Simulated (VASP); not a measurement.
Set up this calculation in VASP 6.6.1, as the native input.

* Task: single point
* Functional: r2SCAN
* Potentials or basis: VASP PAW PBE potentials, release 64 (Na_pv, Cd, Ga_d)
* Cutoff: 520 eV
* k mesh: 4 × 4 × 2
* Occupations: fermi-dirac, width 0.1 eV
* Spin: no spin polarisation
* Dipole correction: no
* Further INCAR settings: ALGO = Normal; EDIFF = 1e-06; NBANDS = 49; ISYM = 0

Na2CdGa:

```
Na Cd Ga
1.0
     4.68797    0.00000    0.00000
    -2.34398    4.05988    0.00000
     0.00000    0.00000   10.43955
Na Cd Ga
4 2 2
Direct
  0.33331 0.66668 0.41740
  0.66665 0.33335 0.91740
  0.33331 0.66668 0.08260
  0.66665 0.33335 0.58260
  0.99998 0.00001 0.25000
  0.99998 0.00001 0.75000
  0.33330 0.66669 0.75000
  0.66663 0.33333 0.25000
```

These files were run (other wordings do the same):

POSCAR

```
Na2CdGa
1.0
    4.6879676865     -0.0000007890      0.0000003028
   -2.3439845266      4.0598825311      0.0000002897
    0.0000006136      0.0000010320     10.4395491802
Na Cd Ga
4 2 2
Direct
    0.3333111497      0.6666797334      0.4174046254
    0.6666456742      0.3333459695      0.9174047957
    0.3333113477      0.6666799287      0.0825952245
    0.6666454918      0.3333457893      0.5825953564
   -0.0000239351      0.0000114120      0.2499998515
   -0.0000220510      0.0000138972      0.7500001437
    0.3333048874      0.6666892689      0.7499999634
    0.6666274354      0.3333340010      0.2500000394
```

INCAR.step1

```
SYSTEM = Na2CdGa
ALGO     = Normal         ! electronic algorithm
EDIFF    = 1E-4           ! SCF threshold, eV
ENCUT    = 520            ! plane-wave cutoff, eV
GGA      = PE             ! functional
ISMEAR   = -1             ! smearing method
ISYM     = 0            
LASPH    = .True.         ! aspherical terms in the spheres
LCHARG   = .False.        ! write CHGCAR
LREAL    = .False.        ! projectors in reciprocal space
LWAVE    = .True.         ! write WAVECAR
NBANDS   = 49             ! bands
NELM     = 60             ! most SCF steps
PREC     = Accurate       ! precision mode
SIGMA    = 0.1            ! smearing width, eV
```

INCAR.step2

```
SYSTEM = Na2CdGa
ALGO     = Normal         ! electronic algorithm
EDIFF    = 1E-6           ! SCF threshold, eV
ENCUT    = 520            ! plane-wave cutoff, eV
ISIF     = 2              ! what is computed and relaxed
ISMEAR   = -1             ! smearing method
ISTART   = 1            
ISYM     = 0            
LASPH    = .True.         ! aspherical terms in the spheres
LCHARG   = .False.        ! write CHGCAR
LMIXTAU  = .True.       
LREAL    = .False.        ! projectors in reciprocal space
LWAVE    = .False.        ! write WAVECAR
METAGGA  = R2SCAN         ! meta-GGA
NBANDS   = 49             ! bands
NELM     = 60             ! most SCF steps
PREC     = Accurate       ! precision mode
SIGMA    = 0.1            ! smearing width, eV
```

KPOINTS

```
k-points
0
Gamma
  4 4 2
  0 0 0
```

Potentials or basis: VASP PAW PBE potentials, release 64 (Na_pv, Cd, Ga_d).

Run with:

```console
$ cat potpaw_PBE.64/Na_pv/POTCAR potpaw_PBE.64/Cd/POTCAR potpaw_PBE.64/Ga_d/POTCAR > POTCAR
$ cp INCAR.step1 INCAR
$ mpirun -np 1 vasp_std > vasp.out
$ cp INCAR.step2 INCAR
$ mpirun -np 1 vasp_std > vasp.out
```

Results of the run:

| Quantity | Value |
| --- | --- |
| Pressure | 0.1 GPa |
| Largest force | 0.043 eV/Å |
| Band gap on the k mesh | zero (band 39 reaches 3.21 eV, above the bottom of band 40 at 1.33 eV) |

Caveat: the k points lie up to 0.39 Å⁻¹ apart; the PAW data sets were made with another functional, which shifts forces and pressure a little.

Run time: 6.7 min on 1 thread of Intel(R) Xeon(R) Platinum 8559C (Emerald Rapids) (shared host), peak memory 0.43 GiB.
